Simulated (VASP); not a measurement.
Input of a VASP 6.6.1 run:

Contents of POSCAR:

```
Rh
1.0
    0.0000000000      1.8978500000      1.8978500000
    1.8978500000      0.0000000000      1.8978500000
    1.8978500000      1.8978500000      0.0000000000
Rh
1
Direct
    0.0000000000      0.0000000000      0.0000000000
```

File INCAR.step1:

```
PREC     = Accurate       # precision mode
ENCUT    = 520            # plane-wave cutoff, eV
ISMEAR   = -1             # smearing method
SIGMA    = 0.05           # smearing width, eV
LREAL    = F              # projectors in reciprocal space
LASPH    = T              # aspherical terms in the spheres
NELM     = 80             # most SCF steps
NBANDS   = 14             # bands
GGA      = PE             # functional
ALGO     = Normal         # electronic algorithm
EDIFF    = 1E-4           # SCF threshold, eV
LWAVE    = T              # write WAVECAR
LCHARG   = F              # write CHGCAR
```

The input INCAR.step2:

```
PREC     = Accurate       # precision mode
ENCUT    = 520            # plane-wave cutoff, eV
EDIFF    = 1E-7           # SCF threshold, eV
ISMEAR   = -1             # smearing method
SIGMA    = 0.05           # smearing width, eV
LREAL    = F              # projectors in reciprocal space
LASPH    = T              # aspherical terms in the spheres
NELM     = 80             # most SCF steps
ALGO     = Normal         # electronic algorithm
ISIF     = 2              # what is computed and relaxed
LWAVE    = F              # write WAVECAR
LCHARG   = F              # write CHGCAR
METAGGA  = R2SCAN         # meta-GGA
LMIXTAU  = T            
NBANDS   = 14             # bands
ISTART   = 1
```

KPOINTS

```
regular mesh
0
Gamma
  7 7 7
```

Potentials or basis: VASP PAW PBE potentials, release 64 (Rh_pv).

The run is started by

```console
$ cat potpaw_PBE.64/Rh_pv/POTCAR > POTCAR
$ cp INCAR.step1 INCAR
$ mpirun -np 1 vasp_std > vasp.out
$ cp INCAR.step2 INCAR
$ mpirun -np 1 vasp_std > vasp.out
```

Q: Estimate the pressure.

A: 1.2 GPa.

Caveat: the k points lie up to 0.41 Å⁻¹ apart; the PAW data sets were made with another functional, which shifts forces and pressure a little.
